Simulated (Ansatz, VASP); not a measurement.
Two plane-wave programs on KZnF3

```xyz
5
Lattice="4.0462 0.0000 0.0000 0.0000 4.0462 0.0000 0.0000 0.0000 4.0462" Properties=species:S:1:pos:R:3 pbc="T T T"
K     0.0000    0.0000    0.0000
Zn    2.0231    2.0231    2.0231
F     2.0231    2.0231    0.0000
F     0.0000    2.0231    2.0231
F     2.0231    0.0000    2.0231
```

Alike in both runs: task single point; functional r2SCAN; k mesh 6 × 6 × 6; no spin polarisation.

|  | VASP | Ansatz |
| --- | --- | --- |
| version | VASP 6.6.1 | Ansatz 0.2.0 |
| potentials or method | VASP PAW PBE potentials, release 64 (K_sv, Zn, F) | plane waves, PAW |
| plane-wave cutoff (eV) | 520 | 500 |
| occupations | gaussian, width 0.01 eV | fixed |
| valence electrons in the cell | 42 | 42 |

|  | VASP | Ansatz | Ansatz less VASP |
| --- | --- | --- | --- |
| gap on the k mesh at the Fermi level (eV) | 4.59 | 4.64 | +0.052 |
| pressure (GPa) | 0.3 | 0.0 | -0.27 |

VASP's potentials were made for PBE, not for r2SCAN.
